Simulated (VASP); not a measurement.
# SiPbS3 (Pm-3m) in VASP: single point with PBE

Aim: the single point of SiPbS3 with PBE.

Everything below comes from runs of VASP 6.6.1. Logs are shortened: lines on timing, memory, paths and dates and some standing lists are left out, and cuts for length are marked.

**1. The cell of the first run**

The structure is cubic, space group Pm-3m (No. 221). The conventional cell has a = 4.977 Å, b = 4.977 Å, c = 4.977 Å, α = 90.00°, β = 90.00°, γ = 90.00°. Si (site symmetry m-3m) has 12 S at 3.52 Å and 8 Pb at 4.31 Å within 4.6 Å. Pb (site symmetry m-3m) has 6 S at 2.49 Å within 3.3 Å. Within 3.3 Å of S (site symmetry 4/mmm) lie 2 Pb at 2.49 Å.

The cell was built from a structure type or drawn by symmetry, and may not be a known phase.

**2. Single point, PBE**

Contents of INCAR:

```
SYSTEM = SiPbS3
ALGO = Normal
EDIFF = 1E-6
ENCUT = 520
GGA = PE
ISIF = 2
ISMEAR = 0
LASPH = .True.
LCHARG = .False.
LREAL = .False.
LWAVE = .False.
NBANDS = 26
NELM = 100
PREC = Accurate
SIGMA = 0.1
```

Contents of KPOINTS:

```
k-points
0
Gamma
  4 4 4
  0 0 0
```

Contents of POSCAR:

```
SiPbS3
1.0
    4.9771617300      0.0000000000      0.0000000000
    0.0000000000      4.9771617300      0.0000000000
    0.0000000000      0.0000000000      4.9771617300
Si Pb S
1 1 3
Direct
    0.5000000000      0.5000000000      0.5000000000
    0.0000000000      0.0000000000      0.0000000000
    0.5000000000      0.0000000000      0.0000000000
    0.0000000000      0.5000000000      0.0000000000
    0.0000000000      0.0000000000      0.5000000000
```

Potentials or basis: VASP PAW PBE potentials, release 64 (Si, Pb_d, S).

Run with:

```console
$ cat potpaw_PBE.64/Si/POTCAR potpaw_PBE.64/Pb_d/POTCAR potpaw_PBE.64/S/POTCAR > POTCAR
$ mpirun -np 1 vasp_std > vasp.out
```

OUTCAR:

```text
SYSTEM = SiPbS3
   EDIFF = 1E-6
   ENCUT = 520
   GGA = PE
   ISIF = 2
   ISMEAR = 0
   LASPH = .True.
   LREAL = .False.
   NELM = 100
   PREC = Accurate

 ion  position               nearest neighbor table
   1  0.500  0.500  0.500-
   2  0.000  0.000  0.000-   3 2.49   4 2.49   5 2.49   5 2.49   4 2.49   3 2.49
   3  0.500  0.000  0.000-   2 2.49   2 2.49
   4  0.000  0.500  0.000-   2 2.49   2 2.49
   5  0.000  0.000  0.500-   2 2.49   2 2.49

  LATTYP: Found a simple cubic cell.
 ALAT       =     4.9771617300

  Lattice vectors:

 A1 = (   4.9771617300,   0.0000000000,   0.0000000000)
 A2 = (   0.0000000000,   4.9771617300,   0.0000000000)
 A3 = (   0.0000000000,   0.0000000000,   4.9771617300)

Analysis of symmetry for initial positions (statically):
=====================================================================
 Subroutine PRICEL returns:
 Original cell was already a primitive cell.

 Routine SETGRP: Setting up the symmetry group for a
 simple cubic supercell.

 Subroutine GETGRP returns: Found 48 space group operations
 (whereof 48 operations were pure point group operations)
 out of a pool of 48 trial point group operations.

The static configuration has the point symmetry O_h .

Analysis of symmetry for dynamics (positions and initial velocities):
=====================================================================
 Subroutine PRICEL returns:
 Original cell was already a primitive cell.

 Routine SETGRP: Setting up the symmetry group for a
 simple cubic supercell.

 Subroutine GETGRP returns: Found 48 space group operations
 (whereof 48 operations were pure point group operations)
 out of a pool of 48 trial point group operations.

The dynamic configuration has the point symmetry O_h .

 Subroutine INISYM returns: Found 48 space group operations
 (whereof 48 operations are pure point group operations),
 and found     1 'primitive' translations

----------------------------------------------------------------------------------------

                                     Primitive cell
[... 69 lines left out ...]
   ions per type =               1   1   3
   NGX,Y,Z   is equivalent  to a cutoff of  13.36, 13.36, 13.36 a.u.
   NGXF,Y,Z  is equivalent  to a cutoff of  26.72, 26.72, 26.72 a.u.
 SYSTEM =  SiPbS3
   PREC   = accura    normal or accurate (medium, high low for compatibility)
   ISTART =      0    job   : 0-new  1-cont  2-samecut
   ICHARG =      2    charge: 1-file 2-atom 10-const
   ISPIN  =      1    spin polarized calculation?
   LNONCOLLINEAR =      F non collinear calculations
   LSORBIT =      F    spin-orbit coupling
   LASPH  =      T    aspherical Exc in radial PAW
   ENCUT  =  520.0 eV  38.22 Ry    6.18 a.u.   9.25  9.25  9.25*2*pi/ulx,y,z
   NELM   =    100;   NELMIN=  2; NELMDL= -5     # of ELM steps
   EDIFF  = 0.1E-05   stopping-criterion for ELM
   LREAL  =      F    real-space projection
[... 7 lines left out ...]
   TEBEG  =    0.0;   TEEND  =   0.0 temperature during run
   PSTRESS=    0.0 pullay stress
   NELECT =      36.0000    total number of electrons
   NUPDOWN=      -1.0000    fix difference up-down
   EMIN   =  10.00;   EMAX   =-10.00  energy-range for DOS
   EFERMI =   0.00;   METHOD = LEGACY
   ISMEAR =     0;   SIGMA  =   0.10  broadening in eV -4-tet -1-fermi 0-gaus
   EFERMI_NEDOS =   21; number of points for ismear=-14 and -15
   IALGO  =     38    algorithm
   IMIX   =      4    mixing-type and parameters
     AMIX     =   0.40;   BMIX     =  1.00
     AMIX_MAG =   1.60;   BMIX_MAG =  1.00
  volume/ion in A,a.u.               =      24.66       166.41
  Fermi-wavevector in a.u.,A,eV,Ry     =   1.086077  2.052388 16.048929  1.179563
  Thomas-Fermi vector in A             =   2.222205
   LORBIT       =      0    0 simple, 1 ext, 2 COOP (PROOUT), +10 PAW based schemes
   GGA     = PE    functional components
   LHFCALC =     F    Hartree Fock is set to
   AEXX    =    0.0000 exact exchange contribution
   IVDW    =     0    specifies the selected vdW correction
   LEPSILON=     F    determine dielectric tensor
   LRPA    =     F    only Hartree local field effects (RPA)
 non-spin polarized calculation
 Gauss-broadening in eV      SIGMA  =   0.10
  energy-cutoff  :      520.00
  volume of cell :      123.29
 maximum number of plane-waves:      3362
 NGX is ok and might be reduce to    40
   NGX = 19   NGY = 19   NGZ = 19

 number of electron      36.0000004 magnetization

 Free energy of the ion-electron system (eV)
  ---------------------------------------------------
  ext. energy  EPLUGINS =         0.00000000
  ---------------------------------------------------
  free energy    TOTEN  =       -16.74060603 eV

  energy without entropy =      -16.73148905  energy(sigma->0) =      -16.73604754

 E-fermi :   3.9498     XC(G=0):  -9.2686

 val. band max:        3.9130357739   @ k =   0.2500   0.2500   0.2500
 cond. band min:       4.1095081805   @ k =   0.5000   0.0000   0.0000
 fundamental gap:      0.1964724066
 Fermi energy:         3.9497784230

 k-point     1 :       0.0000    0.0000    0.0000
  band No.  band energies     occupation
      1     -13.1497      2.00000
      2     -13.1497      2.00000
      3     -12.6073      2.00000
      4     -12.6073      2.00000
      5     -12.6073      2.00000
      6     -10.1049      2.00000
[... 279 lines left out ...]
     25       9.1700      0.00000
     26      11.3190      0.00000

------------------------ aborting loop because EDIFF is reached ----------------------------------------

  FORCE on cell =-STRESS in cart. coord.  units (eV):
  Direction    XX          YY          ZZ          XY          YZ          ZX
  --------------------------------------------------------------------------------------
  -------------------------------------------------------------------------------------
  Total        3.8606855      3.8606855      3.8606855     -0.0000000     -0.0000000      0.0000000
  in kB       50.1683415     50.1683415     50.1683415     -0.0000000     -0.0000000      0.0000000
  external PRESSURE =      50.1683415 kB  Pullay stress =       0.0000000 kB

 VOLUME and BASIS-vectors are now :
 -----------------------------------------------------------------------------
  energy-cutoff  :      520.00
  volume of cell :      123.29
      direct lattice vectors                 reciprocal lattice vectors
     4.977161730  0.000000000  0.000000000     0.200917723  0.000000000  0.000000000
     0.000000000  4.977161730  0.000000000     0.000000000  0.200917723  0.000000000
     0.000000000  0.000000000  4.977161730     0.000000000  0.000000000  0.200917723

 POSITION                                       TOTAL-FORCE (eV/Angst)
 -----------------------------------------------------------------------------------
      2.48858      2.48858      2.48858         0.000000      0.000000      0.000000
      0.00000      0.00000      0.00000         0.000000      0.000000      0.000000
      2.48858      0.00000      0.00000         0.000000      0.000000      0.000000
      0.00000      2.48858      0.00000         0.000000      0.000000      0.000000
      0.00000      0.00000      2.48858         0.000000      0.000000      0.000000
 -----------------------------------------------------------------------------------
    total drift:                               -0.000000      0.000000     -0.000000

  FREE ENERGIE OF THE ION-ELECTRON SYSTEM (eV)
  ---------------------------------------------------
  free  energy   TOTEN  =       -16.7406060256 eV

  energy  without entropy=      -16.7314890495  energy(sigma->0) =      -16.73604754
```

Run time: 42 s. Hardware: 1 thread of Intel Xeon 8259CL, shared host; peak memory 0.26 GiB.

What came out:

```
Free energy            : -16.7406 eV
Pressure               : 5.0 GPa
Band gap on the k mesh : zero (bands 18 and 19 overlap by 1.17 eV)
```

Caveat: the cell stands under pressure; spin-orbit coupling is left out, which moves the levels of the heavy elements.
